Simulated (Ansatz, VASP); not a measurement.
## One calculation of CuF, two programs

The input INCAR:

```
SYSTEM = CuF
ALGO = Normal ; EDIFF = 1E-7
EDIFFG = -0.01 ; ENCUT = 600
GGA = PE ; IBRION = 2
ISIF = 3 ; ISMEAR = 0
LASPH = .TRUE. ; LCHARG = .FALSE.
LREAL = .FALSE. ; LWAVE = .FALSE.
NELM = 100 ; NSW = 100
PREC = Accurate ; SIGMA = 0.02
```

Contents of KPOINTS:

```
k-points
0
G
  10 10 10
  0 0 0
```

File POSCAR:

```
CuF
1.0
   -2.0719310043      2.0719310043      1.8670545203
    2.0719310043     -2.0719310043      1.8670545203
    2.0719310043      2.0719310043     -1.8670545203
Cu F
1 1
Direct
    0.0000000000      0.0000000000      0.0000000000
    0.5000000000      0.5000000000      0.0000000000
```

Input for Ansatz:

```yaml
crystal:
  lattice:
    - [-2.0719310043, 2.0719310043, 1.8670545203]
    - [2.0719310043, -2.0719310043, 1.8670545203]
    - [2.0719310043, 2.0719310043, -1.8670545203]
  atoms:
    - { symbol: Cu, position: [0.0, 0.0, 0.0] }
    - { symbol: F, position: [0.5, 0.5, 0.0] }
basis:
  ecutwfc: 420
kpoints:
  mp_grid: { grid: [10, 10, 10] }
hamiltonian:
  xc: pbe
scf:
  occupations: { method: gaussian, width: 0.02 }
output:
  forces: true
  stress: true
  eigenvalues: true
relax:
  adjacent_minimum: "off"
  f_tol: 0.01
  max_steps: 80
  cell: { stress_tol: 0.05 }
```

Alike in both runs: task relaxation of cell and atoms; functional PBE; k mesh 10 × 10 × 10; occupations gaussian, width 0.02 eV; no spin polarisation.

|  | VASP | Ansatz |
| --- | --- | --- |
| version | VASP 6.6.1 | Ansatz 0.2.0 |
| potentials or method | VASP PAW PBE potentials, release 64 (Cu, F), cutoff 600 eV | scalar-relativistic, plane waves, PAW |
| valence electrons in the cell | 18 | 26 |

Ansatz gave:

| Quantity | Value |
| --- | --- |
| gap on the k mesh at the Fermi level, each at its own relaxed structure (eV) | 0.67 |
| relaxed volume (Å³/atom) | 16.42 |
| relaxed cell length with the largest relative difference (Å) | 3.505 |

Task: Which values does VASP return?

Result: gap on the k mesh at the Fermi level, each at its own relaxed structure (eV): 0.54; relaxed volume (Å³/atom): 15.84; relaxed cell length with the largest relative difference (Å): 3.459.

VASP's potentials hold 18 valence electrons a cell and Ansatz's 26, so a difference there can come from the potentials and not from the codes.
